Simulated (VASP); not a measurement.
A run of VASP 6.6.1 is set up as follows.

POSCAR

```
GaP
1.0
    0.0000000000      2.7254101930      2.7254101930
    2.7254101930      0.0000000000      2.7254101930
    2.7254101930      2.7254101930      0.0000000000
Ga P
1 1
Direct
    0.0000000000      0.0000000000      0.0000000000
    0.2500000000      0.2500000000      0.2500000000
```

INCAR.step1

```
SYSTEM = GaP
PREC = Accurate
ENCUT = 520
ISMEAR = 0
SIGMA = 0.01
LREAL = .False.
LASPH = .True.
NELM = 60
NBANDS = 16
GGA = PE
ALGO = Normal
EDIFF = 1E-4
LWAVE = .True.
LCHARG = .False.
```

Contents of INCAR.step2:

```
SYSTEM = GaP
PREC = Accurate
ENCUT = 520
EDIFF = 1E-6
ISMEAR = 0
SIGMA = 0.01
LREAL = .False.
LASPH = .True.
NELM = 60
ALGO = Normal
ISIF = 2
LWAVE = .False.
LCHARG = .True.
METAGGA = R2SCAN
LMIXTAU = .True.
LELF = .True.
LVHAR = .True.
NBANDS = 16
ISTART = 1
```

KPOINTS

```
Automatic mesh
0
Gamma
  6 6 6
  0 0 0
```

Potentials or basis: VASP PAW PBE potentials, release 64 (Ga_d, P).

The run is started by

```console
$ cat potpaw_PBE.64/Ga_d/POTCAR potpaw_PBE.64/P/POTCAR > POTCAR
$ cp INCAR.step1 INCAR
$ mpirun -np 1 vasp_std > vasp.out
$ cp INCAR.step2 INCAR
$ mpirun -np 1 vasp_std > vasp.out
```

Q: Predict the pressure.

A: 0.0 GPa.

Q: What does it give for the band gap on the k mesh?

A: 1.91 eV (least direct gap 2.34 eV).

Caveat: the PAW data sets were made with another functional, which shifts forces and pressure a little.

**Measured values to compare with.**

“Stacking defects in GaP nanowires: Electronic structure and optical properties”, 2018, arxiv:1810.01194 quotes, for a bulk crystal of GaP at 10 K: band gap 2.34 eV (indirect).

Measured gap of GaP: 2.34 eV (indirect; 10 K; quoted in “Stacking defects in GaP nanowires: Electronic structure and optical properties”, 2018, arxiv:1810.01194). This calculation gives 1.91 eV (-0.43 eV). Spin-orbit coupling on Ga is left out. The value is that of r2SCAN on a finite k mesh, which can miss the band edges, without temperature or zero-point motion.
